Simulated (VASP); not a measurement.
Here is a VASP 6.6.1 calculation.

Contents of INCAR:

```
PREC     = Accurate       # precision mode
ENCUT    = 520            # plane-wave cutoff, eV
EDIFF    = 1E-7           # SCF threshold, eV
ISMEAR   = 0              # smearing method
SIGMA    = 0.05           # smearing width, eV
LREAL    = False          # projectors in reciprocal space
LASPH    = True           # aspherical terms in the spheres
NELM     = 60             # most SCF steps
ALGO     = Normal         # electronic algorithm
ISIF     = 2              # what is computed and relaxed
LWAVE    = False          # write WAVECAR
LCHARG   = False          # write CHGCAR
GGA      = PE             # functional
NBANDS   = 27             # bands
```

Contents of KPOINTS:

```
regular mesh
0
Gamma
  8 8 8
```

POSCAR

```
KTaO3
1.0
    3.8368901657      0.0000000000      0.0000000000
    0.0000000000      3.9310716720      0.0000000000
    0.0000000000      0.0000000000      4.0248506931
K Ta O
1 1 3
Direct
    0.5000000000      0.5000000000      0.5000000000
    0.0000000000      0.0000000000      0.0000000000
    0.5000000000      0.0000000000      0.0000000000
    0.0000000000      0.5000000000      0.0000000000
    0.0000000000      0.0000000000      0.5000000000
```

Potentials or basis: VASP PAW PBE potentials, release 64 (K_sv, Ta_pv, O).

Launch:

```sh
$ cat potpaw_PBE.64/K_sv/POTCAR potpaw_PBE.64/Ta_pv/POTCAR potpaw_PBE.64/O/POTCAR > POTCAR
$ mpirun -np 1 vasp_std > vasp.out
```

Task: Predict the band gap on the k mesh.

Result: 2.20 eV (least direct gap 2.77 eV).

Task: Predict the pressure.

Result: 17.3 GPa.

Stress tensor (GPa, compression positive):
```
28.74  0.00  0.00
 0.00 16.53  0.00
 0.00  0.00  6.64
```

Caveat: the cell differs from its parent crystal (normal strain along x -0.0467, normal strain along y -0.0233); the cell stands under pressure; spin-orbit coupling is left out, which moves the levels of the heavy elements. A k mesh can miss the band edges.
